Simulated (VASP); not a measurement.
Crystal: BaTe.

```
Ba Te
1.0
     0.00000    3.53239    3.53239
     3.53239    0.00000    3.53239
     3.53239    3.53239    0.00000
Ba Te
1 1
Cartesian
  0.0000 0.0000 0.0000
  3.5324 3.5324 3.5324
```

Base run:

* Program: VASP 6.6.1
* Functional: PBE
* Potentials or basis: VASP PAW PBE potentials, release 64 (Ba_sv, Te)
* Cutoff: 520 eV
* k mesh: 4 × 4 × 4
* Occupations: gaussian, width 0.01 eV
* Spin: no spin polarisation

Its results: band gap on the k mesh 1.57 eV, indirect (least direct gap 1.96 eV); pressure 0.4 GPa.

Problem. After a change of settings the same cell gave: band gap on the k mesh 2.30 eV, indirect (least direct gap 2.73 eV); pressure 0.0 GPa. Which change was it?
A. k mesh from 4 × 4 × 4 to 6 × 6 × 6; occupations from gaussian, width 0.01 eV to fermi-dirac, width 0.02 eV
B. functional from PBE to r2SCAN; k mesh from 4 × 4 × 4 to 6 × 6 × 6
C. functional from PBE to HSE06; further incar settings from ALGO = Normal; EDIFF = 1e-07; NBANDS = 15 to ALGO = Normal; EDIFF = 1e-06; NBANDS = 15

Solution. C.

Caveats: spin-orbit coupling is left out, which moves the levels of the heavy elements; the PAW data sets were made with another functional, which shifts forces and pressure a little (some runs).
